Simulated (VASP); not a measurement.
A run of VASP 6.6.1 is set up as follows.

File INCAR:

```
SYSTEM = TiHg
ALGO = Normal
EDIFF = 1E-7
ENCUT = 520
ISIF = 2
ISMEAR = 0
LASPH = .True.
LCHARG = .False.
LREAL = .False.
LWAVE = .False.
NBANDS = 19
NELM = 100
PREC = Accurate
SIGMA = 0.1
```

File KPOINTS:

```
k-points
0
Gamma
  14 14 10
  0 0 0
```

File POSCAR:

```
TiHg
1.0
    2.9286546744      0.0000000000      0.0000000000
    0.0000000000      2.9286546744      0.0000000000
    0.0000000000      0.0000000000      4.0258925463
Ti Hg
1 1
Direct
    0.5000000000      0.5000000000      0.5000000000
    0.0000000000      0.0000000000      0.0000000000
```

Potentials or basis: VASP PAW LDA potentials, release 64 (Ti_sv, Hg).

Launch:

```sh
$ cat potpaw_LDA.64/Ti_sv/POTCAR potpaw_LDA.64/Hg/POTCAR > POTCAR
$ mpirun -np 1 vasp_std > vasp.out
```

Estimate the band gap on the k mesh.

zero (band 12 reaches 7.62 eV, above the bottom of band 13 at 6.34 eV).

What does it give for the pressure?

1.1 GPa.

Caveat: spin-orbit coupling is left out, which moves the levels of the heavy elements.
